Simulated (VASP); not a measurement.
Runs of VASP 6.6.1 on MgI2. The structure is trigonal, space group R-3m (No. 166). The conventional cell has a = 4.157 Å, b = 4.157 Å, c = 20.677 Å, α = 90.00°, β = 90.00°, γ = 120.00°. Within 3.8 Å of Mg (site symmetry -3m) lie 6 I at 2.92 Å. Within 3.8 Å of I (site symmetry 3m) lie 3 Mg at 2.92 Å. 

| level | k mesh | cutoff (eV) | smearing | grid for exact exchange (PRECFOCK) | share of exact exchange | screening parameter | gap on the mesh (eV) | pressure (GPa) | largest force (eV/Å) |
| --- | --- | --- | --- | --- | --- | --- | --- | --- | --- |
| r2SCAN | 6 × 6 × 6 | 660 | gaussian 0.01 eV | - | - | - | (a) | 0.5 | 0.04 |
| HSE06 | 4 × 4 × 4 | 520 | gaussian 0.01 eV | Normal | 0.25 | 0.2079 1/Å | (b) | 0.4 | 0.13 |
| PBEsol | 6 × 6 × 6, shifted | 600 | gaussian 0.01 eV | - | - | - | 3.29 | -0.3 | 0.07 |
| PBEsol | 6 × 6 × 6 | 600 | methfessel-paxton 0.44 eV | - | - | - | 3.19 | -0.4 | 0.06 |
| PBEsol | 6 × 6 × 6 | 600 | gaussian 0.001 eV | - | - | - | 3.19 | -0.3 | 0.07 |
| PBEsol | 6 × 6 × 6 | 600 | methfessel-paxton 0.001 eV | - | - | - | 3.19 | -0.3 | 0.07 |
| PBEsol | 6 × 6 × 6 | 600 | gaussian 0.01 eV | - | - | - | 3.19 | -0.3 | 0.07 |

Alike in all rows: task single point; potentials or basis VASP PAW PBE potentials, release 64 (Mg, I); no spin polarisation; cell as given.

Task: Estimate the missing entries.

Result: (a) 3.81; (b) 4.17.

Caveats: some runs use coarse meshes; the PAW data sets were made with another functional, which shifts forces and pressure a little; spin-orbit coupling is left out, which moves the levels of the heavy elements; a shifted mesh leaves out Γ, where band edges can lie (at least some runs).

A k mesh can miss the band edges, and the runs leave out spin-orbit coupling on I.
